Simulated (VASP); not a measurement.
# TiAl3 in VASP: single point with PBE

Aim: the single point of TiAl3 with PBE.

All numbers are computed with VASP 6.6.1; they aren't measurements. Logs are shortened: lines on timing, memory, paths and dates and some standing lists are left out, and cuts for length are marked.

### 1 The cell of the first run

The cell holds a slab with vacuum, 12 atoms: a = 3.822 Å, b = 3.822 Å, c = 27.702 Å, α = 90.00°, β = 90.00°, γ = 90.00°.

### 2 Single point, PBE

INCAR

```
PREC = Accurate ; ENCUT = 520
EDIFF = 1E-6 ; ISMEAR = 0
SIGMA = 0.1 ; LREAL = False
LASPH = True ; NELM = 100
ALGO = Normal ; ISIF = 2
LWAVE = False ; LCHARG = True
LDIPOL = True ; IDIPOL = 3
DIPOL = 0.5 0.5 0.501 ; GGA = PE
LELF = True ; LVHAR = True
LVACPOTAV = True ; NBANDS = 44
```

KPOINTS

```
regular mesh
0
Gamma
  7 7 1
```

POSCAR

```
TiAl3
1.0
    3.8222135400      0.0000000000      0.0000000000
    0.0000000000      3.8222135400      0.0000000000
    0.0000000000      0.0000000000     27.7016721243
Al Ti
9 3
Direct
    0.5000000000      0.0000000000      0.3068406832
    0.0000000000      0.5000000000      0.3068406832
    0.0000000000      0.0000000000      0.3841044120
    0.0000000000      0.5000000000      0.4613681408
    0.5000000000      0.0000000000      0.4613681408
    0.5000000000      0.5000000000      0.5408997036
    0.5000000000      0.0000000000      0.6182840698
    0.0000000000      0.5000000000      0.6182840698
    0.0000000000      0.0000000000      0.6991811940
    0.5000000000      0.5000000000      0.3841044120
    0.0000000000      0.0000000000      0.5387604808
    0.5000000000      0.5000000000      0.6935717868
```

Potentials or basis: VASP PAW PBE potentials, release 64 (Al, Ti_sv).

On the command line:

```bash
$ cat potpaw_PBE.64/Al/POTCAR potpaw_PBE.64/Ti_sv/POTCAR > POTCAR
$ mpirun -np 1 vasp_std > vasp.out
```

OUTCAR:

```text
PREC = Accurate
   ENCUT = 520
   EDIFF = 1E-6
   ISMEAR = 0
   LREAL = False
   LASPH = True
   NELM = 100
   ISIF = 2
   GGA = PE

 ion  position               nearest neighbor table
   1  0.500  0.000  0.307-   2 2.70   2 2.70   2 2.70   2 2.70  10 2.87  10 2.87   3 2.87   3 2.87

   2  0.000  0.500  0.307-   1 2.70   1 2.70   1 2.70   1 2.70   3 2.87  10 2.87  10 2.87   3 2.87

   3  0.000  0.000  0.384-  10 2.70  10 2.70  10 2.70  10 2.70   1 2.87   2 2.87   4 2.87   2 2.87
                             1 2.87   5 2.87   4 2.87   5 2.87
   4  0.000  0.500  0.461-   5 2.70   5 2.70   5 2.70   5 2.70   3 2.87  10 2.87  10 2.87   3 2.87
                            11 2.87  11 2.87   6 2.92   6 2.92
   5  0.500  0.000  0.461-   4 2.70   4 2.70   4 2.70   4 2.70  10 2.87   3 2.87  10 2.87   3 2.87
                            11 2.87  11 2.87   6 2.92   6 2.92
   6  0.500  0.500  0.541-  11 2.70  11 2.70  11 2.70  11 2.70   8 2.87   8 2.87   7 2.87   7 2.87
                             4 2.92   5 2.92   5 2.92   4 2.92
   7  0.500  0.000  0.618-   8 2.70   8 2.70   8 2.70   8 2.70  12 2.83  12 2.83   6 2.87   6 2.87
                            11 2.92  11 2.92   9 2.95   9 2.95
   8  0.000  0.500  0.618-   7 2.70   7 2.70   7 2.70   7 2.70  12 2.83  12 2.83   6 2.87   6 2.87
                            11 2.92  11 2.92   9 2.95   9 2.95
   9  0.000  0.000  0.699-  12 2.71  12 2.71  12 2.71  12 2.71   8 2.95   7 2.95   7 2.95   8 2.95

  10  0.500  0.500  0.384-   3 2.70   3 2.70   3 2.70   3 2.70   5 2.87   1 2.87   2 2.87   5 2.87
                             2 2.87   1 2.87   4 2.87   4 2.87
  11  0.000  0.000  0.539-   6 2.70   6 2.70   6 2.70   6 2.70   5 2.87   5 2.87   4 2.87   4 2.87
                             7 2.92   8 2.92   7 2.92   8 2.92
  12  0.500  0.500  0.694-   9 2.71   9 2.71   9 2.71   9 2.71   8 2.83   8 2.83   7 2.83   7 2.83

  LATTYP: Found a simple tetragonal cell.
 ALAT       =     3.8222135400
 C/A-ratio  =     7.2475469605

  Lattice vectors:

 A1 = (   3.8222135400,   0.0000000000,   0.0000000000)
 A2 = (   0.0000000000,   3.8222135400,   0.0000000000)
 A3 = (   0.0000000000,   0.0000000000,  27.7016721243)

Analysis of symmetry for initial positions (statically):
=====================================================================
 Subroutine PRICEL returns:
 Original cell was already a primitive cell.

 Routine SETGRP: Setting up the symmetry group for a
 simple tetragonal supercell.

 Subroutine GETGRP returns: Found  8 space group operations
 (whereof  8 operations were pure point group operations)
 out of a pool of 16 trial point group operations.

The static configuration has the point symmetry C_4v.

Analysis of symmetry for dynamics (positions and initial velocities):
[... 139 lines left out ...]
  Thomas-Fermi vector in A             =   2.001054
   LORBIT       =      0    0 simple, 1 ext, 2 COOP (PROOUT), +10 PAW based schemes
   GGA     = PE    functional components
   LHFCALC =     F    Hartree Fock is set to
   AEXX    =    0.0000 exact exchange contribution
   IVDW    =     0    specifies the selected vdW correction
   LEPSILON=     F    determine dielectric tensor
   LRPA    =     F    only Hartree local field effects (RPA)
 non-spin polarized calculation
 Gauss-broadening in eV      SIGMA  =   0.10
  energy-cutoff  :      520.00
  volume of cell :      404.70
 maximum number of plane-waves:     10925
   NGX = 15   NGY = 15   NGZ =103

 dipolmoment           0.000000      0.000000     -0.003165 electrons x Angstroem

 number of electron      63.0000023 magnetization

 dipolmoment           0.000000      0.000000      0.006611 electrons x Angstroem

 Free energy of the ion-electron system (eV)
  ---------------------------------------------------
  ext. energy  EPLUGINS =         0.00000000
  ---------------------------------------------------
  free energy    TOTEN  =       -58.64900030 eV

  energy without entropy =      -58.60227842  energy(sigma->0) =      -58.62563936

 E-fermi :   1.7592     XC(G=0):  -5.7522

 val. band max:        1.7470365768   @ k =   0.4286   0.0000   0.0000
 cond. band min:       1.7790169036   @ k =   0.0000   0.0000   0.0000
 fundamental gap:      0.0319803268
 Fermi energy:         1.7591662505

 k-point     1 :       0.0000    0.0000    0.0000
  band No.  band energies     occupation
      1     -54.9917      2.00000
      2     -54.8886      2.00000
      3     -54.8140      2.00000
      4     -31.3998      2.00000
      5     -31.2024      2.00000
      6     -31.2024      2.00000
[... 449 lines left out ...]
     42       3.6633      0.00000
     43       3.7400      0.00000
 [bands above 43 left out]

------------------------ aborting loop because EDIFF is reached ----------------------------------------

  FORCE on cell =-STRESS in cart. coord.  units (eV):
  Direction    XX          YY          ZZ          XY          YZ          ZX
  --------------------------------------------------------------------------------------
  -------------------------------------------------------------------------------------
  Total        0.5394906      0.5394906     -1.1008219      0.0000000      0.0000000      0.0000000
  in kB        2.1357902      2.1357902     -4.3580456      0.0000000      0.0000000      0.0000000
  external PRESSURE =      -0.0288217 kB  Pullay stress =       0.0000000 kB

 VOLUME and BASIS-vectors are now :
 -----------------------------------------------------------------------------
  energy-cutoff  :      520.00
  volume of cell :      404.70
      direct lattice vectors                 reciprocal lattice vectors
     3.822213540  0.000000000  0.000000000     0.261628501  0.000000000  0.000000000
     0.000000000  3.822213540  0.000000000     0.000000000  0.261628501  0.000000000
     0.000000000  0.000000000 27.701672124     0.000000000  0.000000000  0.036098904

 POSITION                                       TOTAL-FORCE (eV/Angst)
 -----------------------------------------------------------------------------------
      1.91111      0.00000      8.50000        -0.000000      0.000000      0.252847
      0.00000      1.91111      8.50000         0.000000      0.000000      0.252847
      0.00000      0.00000     10.64033         0.000000      0.000000      0.090592
      0.00000      1.91111     12.78067         0.000000      0.000000      0.019188
      1.91111      0.00000     12.78067         0.000000      0.000000      0.019188
      1.91111      1.91111     14.98383         0.000000      0.000000     -0.003459
      1.91111      0.00000     17.12750         0.000000      0.000000      0.002317
      0.00000      1.91111     17.12750         0.000000      0.000000      0.002317
      0.00000      0.00000     19.36849         0.000000      0.000000     -0.004762
      1.91111      1.91111     10.64033         0.000000     -0.000000     -0.633782
      0.00000      0.00000     14.92457         0.000000      0.000000      0.016030
      1.91111      1.91111     19.21310         0.000000      0.000000     -0.013323
 -----------------------------------------------------------------------------------
    total drift:                                0.000000      0.000000      0.002180

  FREE ENERGIE OF THE ION-ELECTRON SYSTEM (eV)
  ---------------------------------------------------
  free  energy   TOTEN  =       -58.6490003050 eV

  energy  without entropy=      -58.6022784206  energy(sigma->0) =      -58.62563936

 vacuum level on the upper side and lower side of the slab         6.018         5.936
```

Wall time 6.4 min (1 thread of AMD EPYC 7R43 (Zen 3), shared host); peak memory 0.43 GiB.

Results:

```yaml
Free_energy: -58.6490 eV
Largest_force: 0.634 eV/Å
```

Forces in eV/Å, atoms in the order of the input:
```
Al   0.000  0.000  0.253
Al   0.000  0.000  0.253
Al   0.000  0.000  0.091
Al   0.000  0.000  0.019
Al   0.000  0.000  0.019
Al   0.000  0.000 -0.003
Al   0.000  0.000  0.002
Al   0.000  0.000  0.002
Al   0.000  0.000 -0.005
Ti   0.000  0.000 -0.634
Ti   0.000  0.000  0.016
Ti   0.000  0.000 -0.013
```
